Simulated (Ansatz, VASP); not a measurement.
ScPt: VASP beside Ansatz

```xyz
2
Lattice="3.2300 0.0000 0.0000 0.0000 3.2300 0.0000 0.0000 0.0000 3.2300" Properties=species:S:1:pos:R:3 pbc="T T T"
Sc    1.6150    1.6150    1.6150
Pt    0.0000    0.0000    0.0000
```

Alike in both runs: task single point; functional LDA; k mesh 12 × 12 × 12; occupations fermi-dirac, width 0.08 eV; no spin polarisation.

```csv
,VASP,Ansatz
version,VASP 6.6.1,Ansatz 0.2.0
potentials or method,"VASP PAW LDA potentials, release 64 (Sc_sv, Pt)","PAW with Ansatz's default frozen-core files, scalar-relativistic"
plane-wave cutoff (eV),520,420
valence electrons in the cell,21,29
```

|  | VASP | Ansatz | Ansatz less VASP |
| --- | --- | --- | --- |
| pressure (GPa) | 0.7 | 0.0 | -0.69 |

LDA's correlation is that of Perdew and Zunger in VASP and of Perdew and Wang (1992) in Ansatz. VASP's potentials hold 21 valence electrons a cell and Ansatz's 29, so a difference there can come from the potentials and not from the codes. Ansatz's warnings: optics on partly filled bands.

Neither program's run includes spin-orbit coupling.
